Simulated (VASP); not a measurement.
The system is CuO.

```xyz
4
Lattice="2.3727 -1.7338 0.0000 2.3727 1.7338 0.0000 -0.8612 0.0000 5.1244" Properties=species:S:1:pos:R:3 pbc="T T T"
Cu    0.7557   -0.8669    2.5622
Cu    1.1863    0.8669    0.0000
O     1.7268    0.2830    3.8433
O     2.1574   -0.2830    1.2811
```

Base run:

```yaml
Program: VASP 6.6.1
Functional: PBE
Dispersion: D3(BJ)
Potentials_or_basis: VASP PAW PBE potentials, release 64 (Cu_sv_GW, O)
Cutoff: 820 eV
k_mesh: 10 × 10 × 5
Occupations: fermi-dirac, width 0.05 eV
Spin: no spin polarisation
```

Its results: band gap on the k mesh zero (bands 25 and 26 overlap by 0.59 eV); pressure -6.1 GPa; largest force 0.371 eV/Å.

Task: The run is repeated on the same cell with these changes: dispersion from D3(BJ) to none. What comes out?

Result: Band gap on the k mesh zero (bands 25 and 26 overlap by 0.59 eV); pressure -1.9 GPa; largest force 0.370 eV/Å.

Dispersion adds attraction, which lowers the pressure at fixed volume and, as a term added to the energy, leaves the levels alone.

Caveats: semilocal functionals often make such compounds metallic where correlation or magnetic order opens a gap, which also shifts bond lengths; the cell stands under tension (at least some runs).
